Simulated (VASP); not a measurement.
Wanted: the native input for a VASP 6.6.1 run.

* Task: single point
* Functional: LDA
* Potentials or basis: VASP PAW LDA potentials, release 64 (B, N)
* Cutoff: 520 eV
* k mesh: 12 × 12 × 4
* Occupations: gaussian, width 0.05 eV
* Spin: no spin polarisation
* Dipole correction: no
* Further INCAR settings: ALGO = Normal; EDIFF = 1e-06; NBANDS = 16

The structure of BN lies in POSCAR:

```
BN
1.0
    2.3563464098      0.0000000000      0.0000000000
   -1.1781732049      2.0406558510      0.0000000000
    0.0000000000      0.0000000000      7.5221150347
B N
2 2
Direct
    0.3333333333      0.6666666667      0.2500000000
    0.6666666667      0.3333333333      0.7500000000
    0.3333333333      0.6666666667      0.7500000000
    0.6666666667      0.3333333333      0.2500000000
```

This cell differs from its parent crystal: ratio of the length along z to the lengths across it x 1.2, volume and fractional coordinates fixed.

One way to write it, as run:

INCAR

```
SYSTEM = BN
PREC = Accurate ; ENCUT = 520
EDIFF = 1E-6 ; ISMEAR = 0
SIGMA = 0.05 ; LREAL = .FALSE.
LASPH = .TRUE. ; NELM = 80
ALGO = Normal ; ISIF = 2
LWAVE = .FALSE. ; LCHARG = .FALSE.
GGA = CA ; NBANDS = 16
```

KPOINTS

```
regular mesh
0
G
  12 12 4
  0 0 0
```

Potentials or basis: VASP PAW LDA potentials, release 64 (B, N).

Launch:

```bash
$ cat potpaw_LDA.64/B/POTCAR potpaw_LDA.64/N/POTCAR > POTCAR
$ mpirun -np 1 vasp_std > vasp.out
```

It gave:

```yaml
Pressure: 45.2 GPa
Band_gap_on_the_k_mesh: 4.05 eV, indirect (least direct gap 4.97 eV)
```

It took 33 s on 1 thread of Intel(R) Xeon(R) Platinum 8259CL CPU @ 2.50GHz (Skylake/Cascade Lake) (shared host), peak memory 0.14 GiB.
